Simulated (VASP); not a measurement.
# CdTe (P4_2/mnm) in VASP: single point with PBE

Aim: the single point of CdTe with PBE.

All numbers are computed with VASP 6.6.1; they aren't measurements. Logs are shortened: lines on timing, memory, paths and dates and some standing lists are left out, and cuts for length are marked.

## 1. The cell of the first run

It takes space group P4_2/mnm (No. 136, tetragonal). The conventional cell has a = 8.075 Å, b = 8.075 Å, c = 4.693 Å, α = 90.00°, β = 90.00°, γ = 90.00°. Within 3.7 Å of Cd (site symmetry m2m) lie 4 Te at 2.85 to 2.90 Å. Te (site symmetry m2m) has 4 Cd at 2.85 to 2.90 Å within 3.7 Å.

## 2. Single point, PBE

File POSCAR:

```
CdTe
1.0
    8.0747391000      0.0000000000      0.0000000000
    0.0000000000      8.0747391000      0.0000000000
    0.0000000000      0.0000000000      4.6932331000
Cd Te
4 4
Direct
    0.6757380000      0.6757380000      0.0000000000
    0.1757380000      0.8242620000      0.5000000000
    0.8242620000      0.1757380000      0.5000000000
    0.3242620000      0.3242620000      0.0000000000
    0.8166230000      0.8166230000      0.5000000000
    0.1833770000      0.1833770000      0.5000000000
    0.6833770000      0.3166230000      0.0000000000
    0.3166230000      0.6833770000      0.0000000000
```

File INCAR.step1:

```
PREC     = Accurate       # precision mode
ENCUT    = 520            # plane-wave cutoff, eV
EDIFF    = 1E-7           # SCF threshold, eV
ISMEAR   = 0              # smearing method
SIGMA    = 0.02           # smearing width, eV
LREAL    = False          # projectors in reciprocal space
LASPH    = True           # aspherical terms in the spheres
NELM     = 100            # most SCF steps
ALGO     = Normal         # electronic algorithm
ISIF     = 2              # what is computed and relaxed
LWAVE    = False          # write WAVECAR
LCHARG   = True           # write CHGCAR
GGA      = PE             # functional
NBANDS   = 46             # bands
```

File KPOINTS.step1:

```
Automatic mesh
0
Gamma
  4 4 6
```

File INCAR.step2:

```
PREC     = Accurate       # precision mode
ENCUT    = 520            # plane-wave cutoff, eV
EDIFF    = 1E-7           # SCF threshold, eV
ISMEAR   = -5             # smearing method
SIGMA    = 0.02           # smearing width, eV
LREAL    = False          # projectors in reciprocal space
LASPH    = True           # aspherical terms in the spheres
NELM     = 100            # most SCF steps
ALGO     = Normal         # electronic algorithm
ISIF     = 2              # what is computed and relaxed
LWAVE    = False          # write WAVECAR
LCHARG   = False          # write CHGCAR
GGA      = PE             # functional
LORBIT   = 11             # projections on sites
NBANDS   = 46             # bands
NEDOS    = 2001           # points of the DOS
ICHARG   = 11             # starting density
```

File KPOINTS.step2:

```
Automatic mesh
0
Gamma
  6 6 9
```

Potentials or basis: VASP PAW PBE potentials, release 64 (Cd, Te).

Command:

```console
$ cat potpaw_PBE.64/Cd/POTCAR potpaw_PBE.64/Te/POTCAR > POTCAR
$ cp INCAR.step1 INCAR
$ cp KPOINTS.step1 KPOINTS
$ mpirun -np 1 vasp_std > vasp.out
$ cp INCAR.step2 INCAR
$ cp KPOINTS.step2 KPOINTS
$ mpirun -np 1 vasp_std > vasp.out
```

OUTCAR:

```text
PREC = Accurate
   ENCUT = 520
   EDIFF = 1E-7
   ISMEAR = -5
   LREAL = False
   LASPH = True
   NELM = 100
   ISIF = 2
   GGA = PE
   LORBIT = 11
   ICHARG = 11

 ion  position               nearest neighbor table
   1  0.676  0.676  0.000-   5 2.85   5 2.85   8 2.90   7 2.90
   2  0.176  0.824  0.500-   8 2.85   8 2.85   5 2.90   6 2.90
   3  0.824  0.176  0.500-   7 2.85   7 2.85   5 2.90   6 2.90
   4  0.324  0.324  0.000-   6 2.85   6 2.85   8 2.90   7 2.90
   5  0.817  0.817  0.500-   1 2.85   1 2.85   3 2.90   2 2.90
   6  0.183  0.183  0.500-   4 2.85   4 2.85   2 2.90   3 2.90
   7  0.683  0.317  0.000-   3 2.85   3 2.85   4 2.90   1 2.90
   8  0.317  0.683  0.000-   2 2.85   2 2.85   4 2.90   1 2.90

  LATTYP: Found a simple tetragonal cell.
 ALAT       =     8.0747391000
 C/A-ratio  =     0.5812241166

  Lattice vectors:

 A1 = (   8.0747391000,   0.0000000000,   0.0000000000)
 A2 = (   0.0000000000,   8.0747391000,   0.0000000000)
 A3 = (   0.0000000000,   0.0000000000,   4.6932331000)

Analysis of symmetry for initial positions (statically):
=====================================================================
 Subroutine PRICEL returns:
 Original cell was already a primitive cell.

 Routine SETGRP: Setting up the symmetry group for a
 simple tetragonal supercell.

 Subroutine GETGRP returns: Found 16 space group operations
 (whereof  8 operations were pure point group operations)
 out of a pool of 16 trial point group operations.

The static configuration has the point symmetry D_2h.
 The point group associated with its full space group is D_4h.

Analysis of symmetry for dynamics (positions and initial velocities):
=====================================================================
 Subroutine PRICEL returns:
 Original cell was already a primitive cell.

 Routine SETGRP: Setting up the symmetry group for a
 simple tetragonal supercell.

 Subroutine GETGRP returns: Found 16 space group operations
 (whereof  8 operations were pure point group operations)
 out of a pool of 16 trial point group operations.

The dynamic configuration has the point symmetry D_2h.
 The point group associated with its full space group is D_4h.

 Subroutine INISYM returns: Found 16 space group operations
 (whereof  8 operations are pure point group operations),
 and found     1 'primitive' translations

----------------------------------------------------------------------------------------

                                     Primitive cell

  volume of cell :     306.0054

  direct lattice vectors                    reciprocal lattice vectors
     8.074739100  0.000000000  0.000000000     0.123843011  0.000000000  0.000000000
     0.000000000  8.074739100  0.000000000     0.000000000  0.123843011  0.000000000
     0.000000000  0.000000000  4.693233100     0.000000000  0.000000000  0.213072732

  length of vectors
     8.074739100  8.074739100  4.693233100     0.123843011  0.123843011  0.213072732

  position of ions in fractional coordinates (direct lattice)
     0.675738000  0.675738000  0.000000000
     0.175738000  0.824262000  0.500000000
     0.824262000  0.175738000  0.500000000
     0.324262000  0.324262000  0.000000000
     0.816623000  0.816623000  0.500000000
     0.183377000  0.183377000  0.500000000
     0.683377000  0.316623000  0.000000000
     0.316623000  0.683377000  0.000000000

  ion indices of the primitive-cell ions
   primitive index   ion index
                 1           1
                 2           2
                 3           3
                 4           4
                 5           5
                 6           6
                 7           7
                 8           8

----------------------------------------------------------------------------------------

 KPOINTS: Automatic mesh

Automatic generation of k-mesh.
 Grid dimensions read from file:
 generate k-points for:    6    6    9

 Generating k-lattice:

  Cartesian coordinates                     Fractional coordinates (reciprocal lattice)
     0.020640502  0.000000000  0.000000000     0.166666667  0.000000000  0.000000000
     0.000000000  0.020640502  0.000000000     0.000000000  0.166666667  0.000000000
     0.000000000  0.000000000  0.023674748     0.000000000  0.000000000  0.111111111

  Length of vectors
     0.020640502  0.020640502  0.023674748

  Shift w.r.t. Gamma in fractional coordinates (k-lattice)
     0.000000000  0.000000000  0.000000000

 TETIRR: Found    489 inequivalent tetrahedra from     1944

 Subroutine IBZKPT returns following result:
 ===========================================

 Found     50 irreducible k-points:

 Following reciprocal coordinates:
            Coordinates               Weight
  0.000000  0.000000  0.000000      1.000000
  0.166667  0.000000  0.000000      4.000000
  0.333333  0.000000  0.000000      4.000000
  0.500000  0.000000  0.000000      2.000000
  0.166667  0.166667  0.000000      4.000000
  0.333333  0.166667  0.000000      8.000000
[... 16 lines left out ...]
  0.333333  0.000000  0.222222      8.000000
  0.500000  0.000000  0.222222      4.000000
 [... further k-points ...]
   k-points           NKPTS =     50   k-points in BZ     NKDIM =     50   number of bands    NBANDS=     46
   number of dos      NEDOS =   2001   number of ions     NIONS =      8
   total plane-waves  NPLWV = 129600
   dimension x,y,z NGX =    60 NGY =   60 NGZ =   36
   dimension x,y,z NGXF=   120 NGYF=  120 NGZF=   72
   ions per type =               4   4
   NGX,Y,Z   is equivalent  to a cutoff of  12.35, 12.35, 12.75 a.u.
   NGXF,Y,Z  is equivalent  to a cutoff of  24.71, 24.71, 25.50 a.u.
 SYSTEM =  unknown system
   PREC   = accura    normal or accurate (medium, high low for compatibility)
   ISTART =      0    job   : 0-new  1-cont  2-samecut
   ICHARG =     11    charge: 1-file 2-atom 10-const
   ISPIN  =      1    spin polarized calculation?
   LNONCOLLINEAR =      F non collinear calculations
   LSORBIT =      F    spin-orbit coupling
   LASPH  =      T    aspherical Exc in radial PAW
   ENCUT  =  520.0 eV  38.22 Ry    6.18 a.u.  15.01 15.01  8.73*2*pi/ulx,y,z
   NELM   =    100;   NELMIN=  2; NELMDL=  0     # of ELM steps
   EDIFF  = 0.1E-06   stopping-criterion for ELM
   LREAL  =      F    real-space projection
   EDIFFG = 0.1E-05   stopping-criterion for IOM
   NSW    =      0    number of steps for IOM
   IBRION =     -1    ionic relax: 0-MD 1-quasi-New 2-CG
   NFREE  =      0    steps in history (QN), initial steepest desc. (CG)
   ISIF   =      2    stress and relaxation
   ISYM   =      2    0-nonsym 1-usesym 2-fastsym
   POTIM  = 0.5000    time-step for ionic-motion
   TEBEG  =    0.0;   TEEND  =   0.0 temperature during run
   PSTRESS=    0.0 pullay stress
   NELECT =      72.0000    total number of electrons
   NUPDOWN=      -1.0000    fix difference up-down
   EMIN   =  10.00;   EMAX   =-10.00  energy-range for DOS
   EFERMI =   0.00;   METHOD = LEGACY
   ISMEAR =    -5;   SIGMA  =   0.02  broadening in eV -4-tet -1-fermi 0-gaus
   EFERMI_NEDOS =   21; number of points for ismear=-14 and -15
   IALGO  =     38    algorithm
   IMIX   =      4    mixing-type and parameters
     AMIX     =   0.40;   BMIX     =  1.00
     AMIX_MAG =   1.60;   BMIX_MAG =  1.00
  volume/ion in A,a.u.               =      38.25       258.13
  Fermi-wavevector in a.u.,A,eV,Ry     =   1.010670  1.909889 13.897718  1.021453
  Thomas-Fermi vector in A             =   2.143673
   LORBIT       =     11    0 simple, 1 ext, 2 COOP (PROOUT), +10 PAW based schemes
   GGA     = PE    functional components
   LHFCALC =     F    Hartree Fock is set to
   AEXX    =    0.0000 exact exchange contribution
   IVDW    =     0    specifies the selected vdW correction
   LEPSILON=     F    determine dielectric tensor
   LRPA    =     F    only Hartree local field effects (RPA)
 non-spin polarized calculation
 Fermi weights with tetrahedron method with Bloechl corrections
  energy-cutoff  :      520.00
  volume of cell :      306.01
 maximum number of plane-waves:      8272

 number of electron      71.9999980 magnetization

 Free energy of the ion-electron system (eV)
  ---------------------------------------------------
  ext. energy  EPLUGINS =         0.00000000
  ---------------------------------------------------
  free energy    TOTEN  =       -18.95761471 eV

  energy without entropy =      -18.95761471  energy(sigma->0) =      -18.95761471

 E-fermi :   1.3768     XC(G=0):  -8.0013

 val. band max:        1.3695948604   @ k =   0.0000   0.0000   0.0000
 cond. band min:       2.0716073777   @ k =   0.0000   0.0000   0.0000
 fundamental gap:      0.7020125173
 Fermi energy:         1.3768417578

 k-point     1 :       0.0000    0.0000    0.0000
  band No.  band energies     occupation
      1      -9.3728      2.00000
      2      -9.0270      2.00000
      3      -9.0270      2.00000
      4      -8.9651      2.00000
      5      -6.6995      2.00000
      6      -6.6749      2.00000
[... 38 lines left out ...]
     45       6.4839      0.00000
     46       7.1944      0.00000

 k-point     2 :       0.1667    0.0000    0.0000
  band No.  band energies     occupation
      1      -9.3530      2.00000
      2      -9.0619      2.00000
      3      -9.0188      2.00000
      4      -8.9566      2.00000
      5      -6.6949      2.00000
      6      -6.6736      2.00000
[... 38 lines left out ...]
     45       6.5533      0.00000
     46       7.1414      0.00000

 k-point     3 :       0.3333    0.0000    0.0000
  band No.  band energies     occupation
      1      -9.2978      2.00000
      2      -9.1344      2.00000
      3      -8.9979      2.00000
      4      -8.9569      2.00000
      5      -6.6819      2.00000
      6      -6.6691      2.00000
[... 1018 lines left out ...]
     45       6.4854      0.00000
     46       6.9521      0.00000

 k-point    24 :       0.5000    0.0000    0.2222
  band No.  band energies     occupation
      1      -9.1517      2.00000
      2      -9.1517      2.00000
      3      -8.9491      2.00000
      4      -8.9491      2.00000
      5      -6.6489      2.00000
      6      -6.6489      2.00000
[... 38 lines left out ...]
     45       6.5461      0.00000
     46       6.5461      0.00000

 [... further k-points ...]

------------------------ aborting loop because EDIFF is reached ----------------------------------------

  FORCE on cell =-STRESS in cart. coord.  units (eV):
  Direction    XX          YY          ZZ          XY          YZ          ZX
  --------------------------------------------------------------------------------------
  -------------------------------------------------------------------------------------
  Total        0.1573397      0.1573397      0.0998879      0.0000000      0.0000000      0.0000000
  in kB        0.8237961      0.8237961      0.5229911      0.0000000      0.0000000      0.0000000
  external PRESSURE =       0.7235278 kB  Pullay stress =       0.0000000 kB

 VOLUME and BASIS-vectors are now :
 -----------------------------------------------------------------------------
  energy-cutoff  :      520.00
  volume of cell :      306.01
      direct lattice vectors                 reciprocal lattice vectors
     8.074739100  0.000000000  0.000000000     0.123843011  0.000000000  0.000000000
     0.000000000  8.074739100  0.000000000     0.000000000  0.123843011  0.000000000
     0.000000000  0.000000000  4.693233100     0.000000000  0.000000000  0.213072732

 POSITION                                       TOTAL-FORCE (eV/Angst)
 -----------------------------------------------------------------------------------
      5.45641      5.45641      0.00000         0.003456      0.003456      0.000000
      1.41904      6.65570      2.34662         0.003456     -0.003456     -0.000000
      6.65570      1.41904      2.34662        -0.003456      0.003456      0.000000
      2.61833      2.61833      0.00000        -0.003456     -0.003456     -0.000000
      6.59402      6.59402      2.34662        -0.007055     -0.007055      0.000000
      1.48072      1.48072      2.34662         0.007055      0.007055     -0.000000
      5.51809      2.55665      0.00000         0.007055     -0.007055     -0.000000
      2.55665      5.51809      0.00000        -0.007055      0.007055     -0.000000
 -----------------------------------------------------------------------------------
    total drift:                                0.000000     -0.000000     -0.000000

  FREE ENERGIE OF THE ION-ELECTRON SYSTEM (eV)
  ---------------------------------------------------
  free  energy   TOTEN  =       -18.9576147123 eV

  energy  without entropy=      -18.9576147123  energy(sigma->0) =      -18.95761471

 total charge

# of ion       s       p       d       tot
------------------------------------------
    1        0.463   0.276   9.534  10.273
    2        0.463   0.276   9.534  10.273
    3        0.463   0.276   9.534  10.273
    4        0.463   0.276   9.534  10.273
    5        1.355   2.031   0.017   3.402
    6        1.355   2.031   0.017   3.402
    7        1.355   2.031   0.017   3.402
    8        1.355   2.031   0.017   3.402
--------------------------------------------------
tot          7.269   9.227  38.204  54.700
```

Run time: 6 min. Hardware: 1 thread of Intel Xeon 6975P-C (Granite Rapids), shared host; peak memory 0.69 GiB.

Results:

- Valence electrons inside the program's atomic spheres: Cd 10.27; Te 3.40

Levels at points of the mesh, in eV from the valence-band top:
| k point | band 34 | band 35 | band 36 | band 37 | band 38 | band 39 |
| --- | --- | --- | --- | --- | --- | --- |
| (0.00, 0.00, 0.00) | -0.02 | 0.00 | 0.00 | 0.70 | 2.08 | 2.08 |
| (0.50, 0.00, 0.00) | -0.47 | -0.35 | -0.35 | 2.06 | 2.06 | 2.58 |
| (0.50, 0.50, 0.00) | -0.73 | -0.69 | -0.69 | 2.35 | 2.35 | 2.87 |

Caveat: spin-orbit coupling is left out, which moves the levels of the heavy elements.
